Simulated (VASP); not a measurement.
# Os (P6/mmm) in VASP: further runs

The runs below take Os through single point, with PBE.

Everything below comes from runs of VASP 6.6.1. Logs are shortened: lines on timing, memory, paths and dates and some standing lists are left out, and cuts for length are marked.

### Step 1. The cell of the first run

It takes space group P6/mmm (No. 191, hexagonal). Conventional cell: a = 4.324 Å, b = 4.324 Å, c = 2.721 Å, α = 90.00°, β = 90.00°, γ = 120.00°. Os (site symmetry 6/mmm) has 14 Os at 2.72 to 2.84 Å within 3.6 Å. Os (site symmetry -6m2) has 11 Os at 2.50 to 2.84 Å within 3.3 Å.

This isn't the form of Os at room conditions, which is hcp.

### Step 2. Single point, PBE

Contents of INCAR:

```
PREC = Accurate ; ENCUT = 520
EDIFF = 1E-7 ; ISMEAR = -1
SIGMA = 0.1 ; LREAL = F
LASPH = T ; NELM = 60
ALGO = Normal ; ISIF = 2
LWAVE = F ; LCHARG = F
GGA = PE ; NBANDS = 19
```

Contents of KPOINTS:

```
regular mesh
0
Gamma
  9 9 12
```

Contents of POSCAR:

```
Os
1.0
    4.3238447584      0.0000000000      0.0000000000
   -2.1619223792      3.7445594028      0.0000000000
    0.0000000000      0.0000000000      2.7210781628
Os
3
Direct
    1.0000000000      1.0000000000      1.0000000000
    0.3333333333      0.6666666667      0.5000000000
    0.6666666667      0.3333333333      0.5000000000
```

Potentials or basis: VASP PAW PBE potentials, release 64 (Os).

The run is started by

```sh
cat potpaw_PBE.64/Os/POTCAR > POTCAR
mpirun -np 1 vasp_std > vasp.out
```

OUTCAR:

```text
PREC = Accurate
   ENCUT = 520
   EDIFF = 1E-7
   ISMEAR = -1
   LREAL = F
   LASPH = T
   NELM = 60
   ISIF = 2
   GGA = PE

 ion  position               nearest neighbor table
   1  0.000  0.000  0.000-   2 2.84   3 2.84   2 2.84   3 2.84   3 2.84   3 2.84   2 2.84   2 2.84
                             3 2.84   3 2.84   2 2.84   2 2.84
   2  0.333  0.667  0.500-   3 2.50   3 2.50   3 2.50   1 2.84   1 2.84   1 2.84   1 2.84   1 2.84
                             1 2.84
   3  0.667  0.333  0.500-   2 2.50   2 2.50   2 2.50   1 2.84   1 2.84   1 2.84   1 2.84   1 2.84
                             1 2.84

  LATTYP: Found a hexagonal cell.
 ALAT       =     4.3238447584
 C/A-ratio  =     0.6293191164

  Lattice vectors:

 A1 = (   4.3238447584,   0.0000000000,   0.0000000000)
 A2 = (  -2.1619223792,   3.7445594028,   0.0000000000)
 A3 = (   0.0000000000,   0.0000000000,   2.7210781628)

Analysis of symmetry for initial positions (statically):
=====================================================================
 Subroutine PRICEL returns:
 Original cell was already a primitive cell.

 Routine SETGRP: Setting up the symmetry group for a
 hexagonal supercell.

 Subroutine GETGRP returns: Found 24 space group operations
 (whereof 24 operations were pure point group operations)
 out of a pool of 24 trial point group operations.

The static configuration has the point symmetry D_6h.

Analysis of symmetry for dynamics (positions and initial velocities):
=====================================================================
 Subroutine PRICEL returns:
 Original cell was already a primitive cell.

 Routine SETGRP: Setting up the symmetry group for a
 hexagonal supercell.

 Subroutine GETGRP returns: Found 24 space group operations
 (whereof 24 operations were pure point group operations)
 out of a pool of 24 trial point group operations.

The dynamic configuration has the point symmetry D_6h.

 Subroutine INISYM returns: Found 24 space group operations
 (whereof 24 operations are pure point group operations),
 and found     1 'primitive' translations

----------------------------------------------------------------------------------------

                                     Primitive cell

  volume of cell :      44.0567

  direct lattice vectors                    reciprocal lattice vectors
     4.323844758  0.000000000  0.000000000     0.231275648  0.133527058  0.000000000
    -2.161922379  3.744559403  0.000000000     0.000000000  0.267054116  0.000000000
     0.000000000  0.000000000  2.721078163     0.000000000  0.000000000  0.367501387

[... 80 lines left out ...]
   LNONCOLLINEAR =      F non collinear calculations
   LSORBIT =      F    spin-orbit coupling
   LASPH  =      T    aspherical Exc in radial PAW
   ENCUT  =  520.0 eV  38.22 Ry    6.18 a.u.   8.04  8.04  5.06*2*pi/ulx,y,z
   NELM   =     60;   NELMIN=  2; NELMDL= -5     # of ELM steps
   EDIFF  = 0.1E-06   stopping-criterion for ELM
   LREAL  =      F    real-space projection
   EDIFFG = 0.1E-05   stopping-criterion for IOM
   NSW    =      0    number of steps for IOM
   IBRION =     -1    ionic relax: 0-MD 1-quasi-New 2-CG
   NFREE  =      0    steps in history (QN), initial steepest desc. (CG)
   ISIF   =      2    stress and relaxation
   ISYM   =      2    0-nonsym 1-usesym 2-fastsym
   POTIM  = 0.5000    time-step for ionic-motion
   TEBEG  =    0.0;   TEEND  =   0.0 temperature during run
   PSTRESS=    0.0 pullay stress
   NELECT =      24.0000    total number of electrons
   NUPDOWN=      -1.0000    fix difference up-down
   EMIN   =  10.00;   EMAX   =-10.00  energy-range for DOS
   EFERMI =   0.00;   METHOD = LEGACY
   ISMEAR =    -1;   SIGMA  =   0.10  broadening in eV -4-tet -1-fermi 0-gaus
   EFERMI_NEDOS =   21; number of points for ismear=-14 and -15
   IALGO  =     38    algorithm
   IMIX   =      4    mixing-type and parameters
     AMIX     =   0.40;   BMIX     =  1.00
     AMIX_MAG =   1.60;   BMIX_MAG =  1.00
  volume/ion in A,a.u.               =      14.69        99.10
  Fermi-wavevector in a.u.,A,eV,Ry     =   1.337030  2.526621 24.322461  1.787650
  Thomas-Fermi vector in A             =   2.465611
   LORBIT       =      0    0 simple, 1 ext, 2 COOP (PROOUT), +10 PAW based schemes
   GGA     = PE    functional components
   LHFCALC =     F    Hartree Fock is set to
   AEXX    =    0.0000 exact exchange contribution
   IVDW    =     0    specifies the selected vdW correction
   LEPSILON=     F    determine dielectric tensor
   LRPA    =     F    only Hartree local field effects (RPA)
 non-spin polarized calculation
  energy-cutoff  :      520.00
  volume of cell :       44.06
 maximum number of plane-waves:      1206
   NGX = 17   NGY = 17   NGZ = 11

 number of electron      23.9999999 magnetization

 Free energy of the ion-electron system (eV)
  ---------------------------------------------------
  ext. energy  EPLUGINS =         0.00000000
  ---------------------------------------------------
  free energy    TOTEN  =       -32.74254074 eV

  energy without entropy =      -32.65492766  energy(sigma->0) =      -32.69873420

 E-fermi :   8.9704     XC(G=0): -13.7568

 val. band max:        8.9628730333   @ k =   0.2222   0.2222   0.2500
 cond. band min:       8.9809950656   @ k =   0.2222   0.0000   0.0833
 fundamental gap:      0.0181220323
 Fermi energy:         8.9703628118

 k-point     1 :       0.0000    0.0000    0.0000
  band No.  band energies     occupation
      1      -1.7413      2.00000
      2       2.1014      2.00000
      3       4.6887      2.00000
      4       4.8666      2.00000
      5       4.8666      2.00000
      6       4.9104      2.00000
[... 505 lines left out ...]
      6       4.9406      2.00000
[... 11 lines left out ...]
     18      11.1521      0.00000
     19      21.1308      0.00000

 [... further k-points ...]
[... 5 lines left out ...]
  --------------------------------------------------------------------------------------
  -------------------------------------------------------------------------------------
  Total       -0.0944218     -0.0944218     -0.0193526      0.0000000      0.0000000      0.0000000
  in kB       -3.4337683     -3.4337683     -0.7037829      0.0000000      0.0000000      0.0000000
  external PRESSURE =      -2.5237732 kB  Pullay stress =       0.0000000 kB

 VOLUME and BASIS-vectors are now :
 -----------------------------------------------------------------------------
  energy-cutoff  :      520.00
  volume of cell :       44.06
      direct lattice vectors                 reciprocal lattice vectors
     4.323844758  0.000000000  0.000000000     0.231275648  0.133527058  0.000000000
    -2.161922379  3.744559403  0.000000000     0.000000000  0.267054116  0.000000000
     0.000000000  0.000000000  2.721078163     0.000000000  0.000000000  0.367501387

 POSITION                                       TOTAL-FORCE (eV/Angst)
 -----------------------------------------------------------------------------------
      0.00000      0.00000      0.00000         0.000000      0.000000      0.000000
     -0.00000      2.49637      1.36054        -0.000000     -0.000000      0.000000
      2.16192      1.24819      1.36054         0.000000      0.000000     -0.000000
 -----------------------------------------------------------------------------------
    total drift:                               -0.000000      0.000000      0.000000

  FREE ENERGIE OF THE ION-ELECTRON SYSTEM (eV)
  ---------------------------------------------------
  free  energy   TOTEN  =       -32.7425407419 eV

  energy  without entropy=      -32.6549276579  energy(sigma->0) =      -32.69873420
```

OSZICAR:

```text
N       E                     dE             d eps       ncg     rms          rms(c)
DAV:   1     0.173140128252E+03    0.17314E+03   -0.11396E+04  3264   0.120E+03
DAV:   2    -0.221773639244E+02   -0.19532E+03   -0.18391E+03  3251   0.405E+02
DAV:   3    -0.344560311147E+02   -0.12279E+02   -0.11619E+02  4069   0.807E+01
DAV:   4    -0.347692027925E+02   -0.31317E+00   -0.31064E+00  3619   0.136E+01
DAV:   5    -0.347729462728E+02   -0.37435E-02   -0.37416E-02  3584   0.129E+00    0.261E+01
DAV:   6    -0.332575569991E+02    0.15154E+01   -0.25278E+00  4179   0.112E+01    0.124E+01
DAV:   7    -0.333640409978E+02   -0.10648E+00   -0.52716E+00  4772   0.175E+01    0.637E+00
DAV:   8    -0.327450228228E+02    0.61902E+00   -0.26996E+00  4755   0.117E+01    0.437E-01
DAV:   9    -0.327440107497E+02    0.10121E-02   -0.73164E-02  3273   0.208E+00    0.286E-01
DAV:  10    -0.327432884303E+02    0.72232E-03   -0.81594E-04  4103   0.233E-01    0.229E-01
DAV:  11    -0.327425477537E+02    0.74068E-03   -0.93496E-04  3288   0.269E-01    0.381E-02
DAV:  12    -0.327425454146E+02    0.23391E-05   -0.13393E-05  3725   0.330E-02    0.108E-02
DAV:  13    -0.327425408254E+02    0.45892E-05   -0.25521E-06  3994   0.132E-02    0.195E-03
DAV:  14    -0.327425407419E+02    0.83560E-07   -0.82984E-08  1896   0.237E-03
   1 F= -.32742541E+02 E0= -.32698734E+02  d E =-.876131E-01
```

Run time: 36 s. Hardware: 1 thread of AMD EPYC 9R45 (Zen 5), shared host; peak memory 0.16 GiB.

What came out:

```
Free energy            : -32.7425 eV
Pressure               : -0.3 GPa
Band gap on the k mesh : zero (bands 12 and 13 overlap by 2.81 eV)
```

Levels at points of the mesh, in eV from the Fermi level:
```
           k point  band 10  band 11  band 12  band 13  band 14  band 15
(0.00, 0.00, 0.00)    -2.36    -1.56    -1.56    -1.50    -1.50     2.29
(0.00, 0.00, 0.50)    -2.29     0.97     0.97     1.86     1.86     3.24
```

Caveat: spin-orbit coupling is left out, which moves the levels of the heavy elements.

### Step 3. Single point, PBE (12.92 Å³/atom)

This run uses another cell than the first one, of 12.92 Å³/atom.

Contents of INCAR:

```
SYSTEM = Os
PREC     = Accurate       ! precision mode
ENCUT    = 520            ! plane-wave cutoff, eV
EDIFF    = 1E-7           ! SCF threshold, eV
ISMEAR   = -1             ! smearing method
SIGMA    = 0.1            ! smearing width, eV
LREAL    = .False.        ! projectors in reciprocal space
LASPH    = .True.         ! aspherical terms in the spheres
NELM     = 80             ! most SCF steps
ALGO     = Normal         ! electronic algorithm
ISIF     = 2              ! what is computed and relaxed
LWAVE    = .False.        ! write WAVECAR
LCHARG   = .True.         ! write CHGCAR
GGA      = PE             ! functional
LELF     = .True.         ! ELF
LVHAR    = .True.       
NBANDS   = 19             ! bands
```

Contents of KPOINTS:

```
Automatic mesh
0
Gamma
  10 10 13
  0 0 0
```

Contents of POSCAR:

```
Os
1.0
    4.1434711269      0.0000000000      0.0000000000
   -2.0717355634      3.5883512557      0.0000000000
    0.0000000000      0.0000000000      2.6075655883
Os
3
Direct
    1.0000000000      1.0000000000      1.0000000000
    0.3333333333      0.6666666667      0.5000000000
    0.6666666667      0.3333333333      0.5000000000
```

Potentials or basis: VASP PAW PBE potentials, release 64 (Os).

The run is started by

```sh
cat potpaw_PBE.64/Os/POTCAR > POTCAR
mpirun -np 1 vasp_std > vasp.out
```

Wall time 46 s (1 thread of AMD EPYC 9R45 (Zen 5), shared host); peak memory 0.17 GiB.

The run converged. Its results:

```
Free energy            : -31.7997 eV
Pressure               : 65.3 GPa
Band gap on the k mesh : zero (bands 12 and 13 overlap by 3.07 eV)
```

Stress tensor (GPa, compression positive):
```
67.90  0.00  0.00
 0.00 67.90  0.00
 0.00  0.00 60.21
```

Levels at points of the mesh, in eV from the Fermi level:
| k point | band 8 | band 9 | band 10 | band 11 | band 12 | band 13 | band 14 | band 15 | band 16 | band 17 |
| --- | --- | --- | --- | --- | --- | --- | --- | --- | --- | --- |
| (0.00, 0.00, 0.00) | -3.85 | -2.82 | -2.82 | -1.88 | -1.88 | -1.83 | -1.83 | 2.91 | 2.91 | 8.21 |
| (0.50, 0.00, 0.00) | -3.64 | -3.57 | -1.54 | -1.51 | 0.09 | 0.43 | 1.46 | 1.49 | 1.58 | 1.80 |

Caveat: the stress differs along the axes, from 60 to 68 GPa; spin-orbit coupling is left out, which moves the levels of the heavy elements.

The gap in the log of VASP goes by the Fermi energy; the results here count the filled bands.